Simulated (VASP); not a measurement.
SnO3, 4 atoms in the cell. The structure is cubic, space group Fm-3m (No. 225). The conventional cell has a = 5.376 Å, b = 5.376 Å, c = 5.376 Å, α = 90.00°, β = 90.00°, γ = 90.00°. Within 3.1 Å of Sn (site symmetry m-3m) lie 14 O at 2.33 to 2.69 Å. O (site symmetry m-3m) has 8 O at 2.33 Å and 6 Sn at 2.69 Å within 3.1 Å. Within 3.1 Å of O (site symmetry -43m) lie 4 Sn at 2.33 Å and 10 O at 2.33 to 2.69 Å. 

```yaml
Program: VASP 6.6.1
Task: single point
Functional: PBE
Potentials_or_basis: VASP PAW PBE potentials, release 64 (Sn_d, O)
Cutoff: 520 eV
k_mesh: 7 × 7 × 7
Occupations: fermi-dirac, width 0.02 eV
Spin: no spin polarisation
Dipole_correction: no
Further_INCAR_settings: ALGO = Normal; EDIFF = 1e-06; NBANDS = 24
```

Potentials or basis: VASP PAW PBE potentials, release 64 (Sn_d, O).

Launch:

```bash
$ cat potpaw_PBE.64/Sn_d/POTCAR potpaw_PBE.64/O/POTCAR > POTCAR
$ mpirun -np 1 vasp_std > vasp.out
```

Hardware: 1 thread of Intel(R) Xeon(R) Platinum 8259CL CPU @ 2.50GHz (Skylake/Cascade Lake) (shared host).

Task: How long does it take, and how much memory?

Result: It took 20 s on 1 thread of Intel(R) Xeon(R) Platinum 8259CL CPU @ 2.50GHz (Skylake/Cascade Lake), on a shared host, peak memory 0.16 GiB. Counts: scf iterations 14, k points 20.
